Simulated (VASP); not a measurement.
Runs of VASP 6.6.1 on Pt. The structure is that of space group Im-3m (No. 229), or close to it. The cells are those of the table. This isn't the form of Pt at room conditions, which is fcc.

```csv
task,level,potentials or basis,cell,k mesh,cutoff (eV),smearing,grid for exact exchange (PRECFOCK),share of exact exchange,gap on the mesh (eV),pressure (GPa),relaxed volume (Å³/atom)
single point,LDA,"VASP PAW LDA potentials, release 64 (Pt_sv_GW)","a = 2.744 Å, angles 109.5°, 1 atom",10 × 10 × 10,570,fermi-dirac 0.1 eV,-,-,none,(a),-
relaxation of cell and atoms,BLYP,"VASP PAW PBE potentials, release 64 (Pt_sv_GW)","relaxed from a = 2.744 Å, angles 109.5°, 1 atom",12 × 12 × 12,570,fermi-dirac 0.05 eV,-,-,none,0.0,16.74
relaxation of cell and atoms,PBEsol-based global hybrid with 25 % exact exchange,"VASP PAW PBE potentials, release 64 (Pt)","relaxed from a = 2.744 Å, angles 109.5°, 1 atom",6 × 6 × 6,600,fermi-dirac 0.05 eV,Normal,0.25,none,0.1,14.95
single point,LDA,"VASP PAW LDA potentials, release 64 (Pt_sv_GW)","a = 2.685 Å, angles 109.5°, 1 atom",12 × 12 × 12,570,fermi-dirac 0.05 eV,-,-,none,-0.3,-
single point,PBE0,"VASP PAW PBE potentials, release 64 (Pt)","a = 2.762 Å, angles 109.5°, 1 atom",8 × 8 × 8,520,fermi-dirac 0.05 eV,Normal,0.25,none,-11.5,-
relaxation of cell and atoms,PBE0,"VASP PAW PBE potentials, release 64 (Pt)","relaxed from a = 2.744 Å, angles 109.5°, 1 atom",6 × 6 × 6,600,fermi-dirac 0.05 eV,Normal,0.25,none,0.0,(b)
```

Alike in all rows: no spin polarisation.

**Question.** Estimate the missing entries.

**Answer.** (a) -16.1; (b) 15.35.

Caveats: some runs use coarse meshes; spin-orbit coupling is left out, which moves the levels of the heavy elements; the PAW data sets were made with another functional, which shifts forces and pressure a little (at least some runs); the cell stands under tension (at least some runs).

A k mesh can miss the band edges, and the runs leave out spin-orbit coupling on Pt.

A gap of «none» marks levels without a gap at the run's occupations.

The runs don't all hold the same shells in valence.
